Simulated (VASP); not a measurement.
The system is CuI (Marshite).

```
CELL_PARAMETERS angstrom
4.02290 0.00000 0.00000
0.00000 4.02290 0.00000
0.00000 0.00000 5.65060
ATOMIC_POSITIONS crystal
Cu 0.00000 0.00000 0.00000
Cu 0.50000 0.50000 0.00000
I 0.00000 0.50000 0.29130
I 0.50000 0.00000 0.70870
```

| Property | Result |
| --- | --- |
| Program | VASP 6.6.1 |
| Task | relaxation of cell and atoms |
| Functional | PBEsol |
| Dispersion | D3(BJ) |
| Potentials or basis | VASP PAW PBE potentials, release 64 (Cu, I) |
| Cutoff | 600 eV |
| k mesh | 6 × 6 × 4 |
| Occupations | gaussian, width 0.01 eV |
| Spin | no spin polarisation |

At the start: pressure 0.1 GPa; volume 22.86 Å³/atom.

Problem. Where does the relaxation end?

Solution. Over 10 steps the energy falls by 5.8 meV/atom and the volume is 23.21 Å³/atom (+1.5 %); space group P4/nmm (No. 129, to 0.05 Å).

Step by step:
```tsv
step	energy change (eV)	largest force (eV/Å)	pressure (GPa)	volume (Å³)
1	0.0000	0.0575	0.11	91.45
2	-0.0050	0.0705	-0.04	91.66
3	-0.0159	0.1124	-0.31	92.26
4	-0.0179	0.1974	-0.71	93.33
5	-0.0204	0.1536	-0.53	92.84
6	-0.0225	0.0079	0.34	91.98
7	-0.0228	0.0348	0.12	92.20
8	-0.0230	0.0251	0.07	92.36
9	-0.0232	0.0151	0.05	92.52
10	-0.0233	0.0063	0.01	92.85
```

Final structure:
```
Cu I
1.0
     3.94133    0.00000    0.00000
     0.00000    3.94133    0.00000
     0.00000    0.00000    5.97739
Cu I
2 2
Direct
  0.00000 0.00000 0.00000
  0.50000 0.50000 0.00000
  0.00000 0.50000 0.28456
  0.50000 0.00000 0.71544
```

Caveat: the PAW data sets were made with another functional, which shifts forces and pressure a little.
